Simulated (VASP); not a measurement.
Write the native input for VASP 6.6.1 that does the following.

```
Task                   : relaxation of cell and atoms
Functional             : PBEsol
Potentials or basis    : VASP PAW PBE potentials, release 64 (Be, C)
Cutoff                 : 600 eV
k mesh                 : 10 × 10 × 10
Occupations            : fermi-dirac, width 0.02 eV
Spin                   : no spin polarisation
Dipole correction      : no
Further INCAR settings : ALGO = Normal; EDIFF = 1e-07; IBRION = 2; EDIFFG = -0.005; NSW = 80; ISIF = 3
```

The structure of Be2C lies in POSCAR:

```
Be2C
1.0
    0.0000000000      2.1641921597      2.1641921597
    2.1641921597      0.0000000000      2.1641921597
    2.1641921597      2.1641921597      0.0000000000
Be C
2 1
Direct
    0.7500000000      0.7500000000      0.7500000000
    0.2500000000      0.2500000000      0.2500000000
    0.0000000000      0.0000000000      0.0000000000
```

The input as run:

INCAR

```
ALGO     = Normal         # electronic algorithm
EDIFF    = 1E-7           # SCF threshold, eV
EDIFFG   = -0.005         # ionic threshold
ENCUT    = 600            # plane-wave cutoff, eV
GGA      = PS             # functional
GGA_COMPAT= False        
IBRION   = 2              # ionic algorithm
ISIF     = 3              # what is computed and relaxed
ISMEAR   = -1             # smearing method
LASPH    = True           # aspherical terms in the spheres
LCHARG   = False          # write CHGCAR
LREAL    = False          # projectors in reciprocal space
LWAVE    = False          # write WAVECAR
NELM     = 120            # most SCF steps
NELMIN   = 4            
NSW      = 80             # ionic steps
PREC     = Accurate       # precision mode
SIGMA    = 0.02           # smearing width, eV
```

KPOINTS

```
k-points
0
Gamma
  10 10 10
```

Potentials or basis: VASP PAW PBE potentials, release 64 (Be, C).

Command:

```bash
$ cat potpaw_PBE.64/Be/POTCAR potpaw_PBE.64/C/POTCAR > POTCAR
$ mpirun -np 1 vasp_std > vasp.out
```

Results of the run:

```yaml
Relaxed_volume: 6.69 Å³/atom
Relaxed_cell: a = 3.051 Å, b = 3.051 Å, c = 3.051 Å, α = 60.00°, β = 60.00°, γ = 60.00°
Space_group_after_relaxing_to_0.05_Å: Fm-3m (No. 225)
Energy_gained_by_relaxing: 0.4 meV/atom
Ionic_steps: 3
Pressure_after_relaxing: 0.0 GPa
Band_gap_on_the_k_mesh: 1.06 eV, indirect (least direct gap 4.10 eV)
```

Caveat: the PAW data sets were made with another functional, which shifts forces and pressure a little.

It took 7 s on 1 thread of Intel(R) Xeon(R) 6975P-C (Granite Rapids), on a shared host, peak memory 0.14 GiB.
